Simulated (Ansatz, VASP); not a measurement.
Two plane-wave programs on KBr

```
K Br
1.0
     0.00000    3.68405    3.68405
     3.68405    0.00000    3.68405
     3.68405    3.68405    0.00000
K Br
1 1
Direct
  0.00000 0.00000 0.00000
  0.25000 0.25000 0.25000
```

Alike in both runs: task single point; functional PBE; k mesh 6 × 6 × 6; no spin polarisation.

```csv
,VASP,Ansatz
version,VASP 6.6.1,Ansatz 0.2.0
potentials or method,"VASP PAW PBE potentials, release 64 (K_sv, Br)","plane waves, PAW"
plane-wave cutoff (eV),520,420
occupations,"gaussian, width 0.01 eV",fixed
valence electrons in the cell,16,16
```

|  | VASP | Ansatz | Ansatz less VASP |
| --- | --- | --- | --- |
| gap on the k mesh at the Fermi level (eV) | 4.29 | 4.29 | +0.001 |
| pressure (GPa) | 0.3 | 0.3 | -0.02 |
